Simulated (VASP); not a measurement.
# Pd (Fm-3m) in VASP: notebook, part 2 of 2

VASP 6.6.1. Earlier steps stand in the parts before.

## Step 3: Single point, LDA

This run uses another cell than the first one, of 14.20 Å³/atom.

INCAR

```
PREC = Accurate ; ENCUT = 520
EDIFF = 1E-7 ; ISMEAR = -1
SIGMA = 0.15 ; LREAL = False
LASPH = True ; NELM = 100
ALGO = Fast ; ISIF = 2
LWAVE = False ; LCHARG = False
NBANDS = 11
```

KPOINTS

```
Automatic mesh
0
Gamma
  16 16 16
```

POSCAR

```
Pd
1.0
    0.0000000000      1.9219215710      1.9219215710
    1.9219215710      0.0000000000      1.9219215710
    1.9219215710      1.9219215710      0.0000000000
Pd
1
Direct
    0.0000000000      0.0000000000      0.0000000000
```

Potentials or basis: VASP PAW LDA potentials, release 64 (Pd).

The run is started by

```bash
> cat potpaw_LDA.64/Pd/POTCAR > POTCAR
> mpirun -np 1 vasp_std > vasp.out
```

OUTCAR:

```text
PREC = Accurate
   ENCUT = 520
   EDIFF = 1E-7
   ISMEAR = -1
   LREAL = False
   LASPH = True
   NELM = 100
   ISIF = 2

 ion  position               nearest neighbor table
   1  0.000  0.000  0.000-

  LATTYP: Found a face centered cubic cell.
 ALAT       =     3.8438431420

  Lattice vectors:

 A1 = (   0.0000000000,   1.9219215710,   1.9219215710)
 A2 = (   1.9219215710,   0.0000000000,   1.9219215710)
 A3 = (   1.9219215710,   1.9219215710,   0.0000000000)

Analysis of symmetry for initial positions (statically):
=====================================================================
 Subroutine PRICEL returns:
 Original cell was already a primitive cell.

 Routine SETGRP: Setting up the symmetry group for a
 face centered cubic supercell.

 Subroutine GETGRP returns: Found 48 space group operations
 (whereof 48 operations were pure point group operations)
 out of a pool of 48 trial point group operations.

The static configuration has the point symmetry O_h .

Analysis of symmetry for dynamics (positions and initial velocities):
[... 166 lines left out ...]
      1       2.7223      2.00000
      2       7.2143      2.00000
      3       7.2143      2.00000
      4       7.2143      2.00000
      5       8.9596      1.99978
      6       8.9596      1.99978
      7      27.4008      0.00000
      8      32.3353      0.00000
      9      32.3353      0.00000
     10      32.3353      0.00000
     11      37.7591      0.00000
[... 309 lines left out ...]
 k-point    24 :      -0.0625    0.0625    0.0000
  band No.  band energies     occupation
      1       3.1082      2.00000
      2       7.0551      2.00000
      3       7.3395      2.00000
      4       7.3800      2.00000
      5       8.8127      1.99992
      6       8.9846      1.99974
      7      27.8232      0.00000
      8      30.5454      0.00000
      9      32.1746      0.00000
     10      33.1094      0.00000
     11      36.0455      0.00000

 [... further k-points ...]

------------------------ aborting loop because EDIFF is reached ----------------------------------------

  FORCE on cell =-STRESS in cart. coord.  units (eV):
  Direction    XX          YY          ZZ          XY          YZ          ZX
  --------------------------------------------------------------------------------------
  -------------------------------------------------------------------------------------
  Total        0.0294003      0.0294003      0.0294003      0.0000000      0.0000000      0.0000000
  in kB        3.3176114      3.3176114      3.3176114      0.0000000      0.0000000      0.0000000
  external PRESSURE =       3.3176114 kB  Pullay stress =       0.0000000 kB

 VOLUME and BASIS-vectors are now :
 -----------------------------------------------------------------------------
  energy-cutoff  :      520.00
  volume of cell :       14.20
      direct lattice vectors                 reciprocal lattice vectors
     0.000000000  1.921921571  1.921921571    -0.260156298  0.260156298  0.260156298
     1.921921571  0.000000000  1.921921571     0.260156298 -0.260156298  0.260156298
     1.921921571  1.921921571  0.000000000     0.260156298  0.260156298 -0.260156298

 POSITION                                       TOTAL-FORCE (eV/Angst)
 -----------------------------------------------------------------------------------
      0.00000      0.00000      0.00000         0.000000     -0.000000      0.000000
 -----------------------------------------------------------------------------------
    total drift:                               -0.000000     -0.000000     -0.000000

  FREE ENERGIE OF THE ION-ELECTRON SYSTEM (eV)
  ---------------------------------------------------
  free  energy   TOTEN  =        -6.5619773818 eV

  energy  without entropy=       -6.4433025292  energy(sigma->0) =       -6.50263996
```

It took 37 s on 1 thread of AMD EPYC 7R13, shared host; peak memory 0.1 GiB.

Results:

```yaml
Free_energy: -6.5620 eV
Pressure: 0.3 GPa
Band_gap_on_the_k_mesh: zero (bands 5 and 6 overlap by 1.70 eV)
```

Levels at points of the mesh, in eV from the Fermi level:
```
           k point  band 2  band 3  band 4  band 5  band 6  band 7  band 8  band 9
(0.00, 0.00, 0.00)   -3.11   -3.11   -3.11   -1.37   -1.37   17.07   22.01   22.01
(0.50, 0.00, 0.00)   -3.16   -3.16   -0.08   -0.08    0.79    7.50   16.45   21.22
(0.50, 0.50, 0.00)   -5.53   -0.10    0.26    0.26    3.18   11.05   13.20   13.20
```

## Step 4: Relaxation of cell and atoms, LDA

INCAR

```
PREC     = Accurate       # precision mode
ENCUT    = 600            # plane-wave cutoff, eV
EDIFF    = 1E-7           # SCF threshold, eV
ISMEAR   = -1             # smearing method
SIGMA    = 0.15           # smearing width, eV
LREAL    = F              # projectors in reciprocal space
LASPH    = T              # aspherical terms in the spheres
NELM     = 60             # most SCF steps
ALGO     = Normal         # electronic algorithm
ISIF     = 3              # what is computed and relaxed
LWAVE    = F              # write WAVECAR
LCHARG   = F              # write CHGCAR
IBRION   = 2              # ionic algorithm
NSW      = 80             # ionic steps
EDIFFG   = -0.001         # ionic threshold
```

KPOINTS is that of step 3.

POSCAR

```
Pd
1.0
    0.0000000000      1.9199738926      1.9199738926
    1.9199738926      0.0000000000      1.9199738926
    1.9199738926      1.9199738926      0.0000000000
Pd
1
Direct
    0.0000000000      0.0000000000      0.0000000000
```

The run is started by

```bash
> cat potpaw_LDA.64/Pd/POTCAR > POTCAR
> mpirun -np 1 vasp_std > vasp.out
```

It took 92 s on 1 thread of AMD EPYC 7R13, shared host; peak memory 0.12 GiB.

Results (log left out):

| Quantity | Value |
| --- | --- |
| Free energy | -6.5619 eV |
| Relaxed volume | 14.22 Å³/atom |
| Relaxed cell | a = 2.719 Å, b = 2.719 Å, c = 2.719 Å, α = 60.00°, β = 60.00°, γ = 60.00° |
| Space group after relaxing (to 0.1 Å) | Fm-3m (No. 225) |
| Energy gained by relaxing | 0.2 meV/atom |
| Ionic steps | 3 |
| Pressure after relaxing | 0.0 GPa |
| Band gap on the k mesh | zero (bands 5 and 6 overlap by 1.70 eV) |

Step by step:
```csv
step,energy change (eV),largest force (eV/Å),pressure (GPa),volume (Å³)
1,0.0000,0.0000,0.97,14.16
2,0.0005,0.0000,-1.77,14.33
3,-0.0002,0.0000,0.00,14.22
```

Final structure:
```cif
data_structure
_symmetry_space_group_name_H-M 'P 1'
_symmetry_Int_Tables_number 1
_cell_length_a 2.7192
_cell_length_b 2.7192
_cell_length_c 2.7192
_cell_angle_alpha 60.000
_cell_angle_beta 60.000
_cell_angle_gamma 60.000
_cell_volume 14.22
loop_
_atom_site_label
_atom_site_type_symbol
_atom_site_fract_x
_atom_site_fract_y
_atom_site_fract_z
_atom_site_occupancy
Pd1 Pd 0.00000 0.00000 0.00000 1
```

Levels at points of the mesh, in eV from the Fermi level:
```csv
k point,band 3,band 4,band 5,band 6,band 7,band 8
"(0.00, 0.00, 0.00)",-3.11,-3.11,-1.37,-1.37,17.07,22.00
"(0.50, 0.00, 0.00)",-3.15,-0.08,-0.08,0.79,7.49,16.45
"(0.50, 0.50, 0.00)",-0.10,0.26,0.26,3.18,11.04,13.20
```

## Step 5: Overview

```tsv
task	cell	cutoff (eV)	smearing	gap on the mesh (eV)	pressure (GPa)
single point	a = 2.715 Å, angles 60.0°, 1 atom	520	gaussian 0.1 eV	none	0.3
single point	a = 2.718 Å, angles 60.0°, 1 atom	520	fermi-dirac 0.15 eV	none	0.3
relaxation of cell and atoms	relaxed from a = 2.715 Å, angles 60.0°, 1 atom	600	fermi-dirac 0.15 eV	none	0.0
```

Alike in all rows: level LDA; potentials or basis VASP PAW LDA potentials, release 64 (Pd); no spin polarisation; k mesh 16 × 16 × 16.

Total energies depend on the potentials used, so only differences within one code and one set of settings carry meaning.
